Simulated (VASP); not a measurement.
BAs: relaxation of the atoms with PBE

BAs, a slab with vacuum:

```
As B
1.0
     3.40035    0.00000    0.00000
    -1.70018    2.94479    0.00000
     0.00000    0.00000   24.02322
As B
4 4
Direct
  0.00000 0.00000 0.31220
  0.33333 0.66667 0.42777
  0.66667 0.33333 0.54334
  0.00000 0.00000 0.65891
  0.33333 0.66667 0.34109
  0.66667 0.33333 0.45666
  0.00000 0.00000 0.57223
  0.33333 0.66667 0.68780
```

| Item | Value |
| --- | --- |
| Program | VASP 6.6.1 |
| Task | relaxation of the atoms |
| Functional | PBE |
| Potentials or basis | VASP PAW PBE potentials, release 64 (As, B) |
| Cutoff | 450 eV |
| k mesh | 9 × 9 × 1 |
| Occupations | gaussian, width 0.05 eV |
| Spin | no spin polarisation |
| Dipole correction | yes |
| Further INCAR settings | ALGO = Normal; EDIFF = 1e-07; NELMDL = -8; IBRION = 2; EDIFFG = -0.02; NSW = 80 |

* Energy gained by relaxing: 33.1 meV/atom
* Ionic steps: 13
* Largest force after relaxing: 0.015 eV/Å
* Band gap on the k mesh: zero (bands 16 and 17 overlap by 0.20 eV)

Forces on the atoms (eV/Å):
```
As   0.000  0.000  0.015
As   0.000  0.000 -0.013
As   0.000  0.000 -0.008
As   0.000  0.000 -0.006
B    0.000  0.000  0.002
B    0.000  0.000  0.013
B    0.000  0.000  0.001
B    0.000  0.000 -0.005
```

The path:
```
step  energy change (eV)  largest force (eV/Å)  pressure (GPa)
   1              0.0000                2.1803           -0.18
   2             -0.2280                0.5824           -0.06
   3             -0.2448                0.4016            0.02
   4             -0.2561                0.2209            0.00
   5             -0.2594                0.1873           -0.02
   6             -0.2634                0.0735           -0.01
   7             -0.2635                0.1082            0.00
   8             -0.2644                0.0482            0.00
   9             -0.2646                0.0409            0.01
  10             -0.2648                0.0226            0.02
  11             -0.2649                0.0441            0.04
  12             -0.2650                0.0313            0.06
  13             -0.2651                0.0148            0.09
```

Final structure:
```
As B
1.0
     3.40035    0.00000    0.00000
    -1.70018    2.94479    0.00000
     0.00000    0.00000   24.02322
As B
4 4
Direct
  0.00000 0.00000 0.31251
  0.33333 0.66667 0.42826
  0.66667 0.33333 0.54475
  0.00000 0.00000 0.66431
  0.33333 0.66667 0.34008
  0.66667 0.33333 0.45696
  0.00000 0.00000 0.57258
  0.33333 0.66667 0.68056
```

Levels at points of the mesh, in eV from the Fermi level:
```csv
k point,band 14,band 15,band 16,band 17,band 18,band 19
"(0.00, 0.00, 0.00)",-0.25,0.07,0.07,1.08,2.28,2.89
```

It took 10 min on 1 thread of Intel(R) Xeon(R) Platinum 8259CL CPU @ 2.50GHz (Skylake/Cascade Lake), with other jobs on the host, peak memory 0.32 GiB.
